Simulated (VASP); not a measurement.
Input of a VASP 6.6.1 run:

The input POSCAR:

```
TiSe
1.0
    3.4365958027      0.0000000000      0.0000000000
   -1.7182979013      2.9761792677      0.0000000000
    0.0000000000      0.0000000000      6.7233917000
Ti Se
2 2
Direct
    0.0000000000      0.0000000000      0.0000000000
    0.0000000000      0.0000000000      0.5000000000
    0.3333333333      0.6666666667      0.2500000000
    0.6666666667      0.3333333333      0.7500000000
```

INCAR.step1

```
PREC = Accurate
ENCUT = 520
ISMEAR = -1
SIGMA = 0.1
LREAL = F
LASPH = T
NELM = 80
NBANDS = 26
GGA = PE
ALGO = Normal
EDIFF = 1E-4
LWAVE = T
LCHARG = F
```

The input INCAR.step2:

```
PREC = Accurate
ENCUT = 520
EDIFF = 1E-6
ISMEAR = -1
SIGMA = 0.1
LREAL = F
LASPH = T
NELM = 80
ALGO = Normal
ISIF = 2
LWAVE = F
LCHARG = F
METAGGA = R2SCAN
LMIXTAU = T
NBANDS = 26
ISTART = 1
```

The input KPOINTS:

```
regular mesh
0
Gamma
  11 11 5
```

Potentials or basis: VASP PAW PBE potentials, release 64 (Ti_sv, Se).

Run with:

```sh
$ cat potpaw_PBE.64/Ti_sv/POTCAR potpaw_PBE.64/Se/POTCAR > POTCAR
$ cp INCAR.step1 INCAR
$ mpirun -np 1 vasp_std > vasp.out
$ cp INCAR.step2 INCAR
$ mpirun -np 1 vasp_std > vasp.out
```

Question: Estimate the pressure.

Answer: 0.4 GPa.

Question: What does it give for the band gap on the k mesh?

Answer: Zero (bands 18 and 19 overlap by 0.42 eV).

Stress tensor (GPa, compression positive):
```
0.28 0.00 0.00
0.00 0.28 0.00
0.00 0.00 0.59
```

Caveat: the PAW data sets were made with another functional, which shifts forces and pressure a little.
